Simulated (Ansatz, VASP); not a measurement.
**Os in VASP and in Ansatz**

```
CELL_PARAMETERS angstrom
0.00000 1.92569 1.92569
1.92569 0.00000 1.92569
1.92569 1.92569 0.00000
ATOMIC_POSITIONS crystal
Os 0.00000 0.00000 0.00000
```

Alike in both runs: task relaxation of cell and atoms; functional PBE; k mesh 18 × 18 × 18; occupations fermi-dirac, width 0.05 eV; no spin polarisation.

```csv
,VASP,Ansatz
version,VASP 6.6.1,Ansatz 0.2.0
potentials or method,"VASP PAW PBE potentials, release 64 (Os)","PAW with Ansatz's default frozen-core files, scalar-relativistic"
plane-wave cutoff (eV),600,420
valence electrons in the cell,8,16
```

```csv
,VASP,Ansatz,Ansatz less VASP
relaxed volume (Å³/atom),14.33,14.33,0.000
relaxed length of the cell vector where the two differ most in proportion (Å),2.727,2.727,0.0000
```

VASP's potentials hold 8 valence electrons a cell and Ansatz's 16, so a difference there can come from the potentials and not from the codes.

Neither program's run includes spin-orbit coupling.
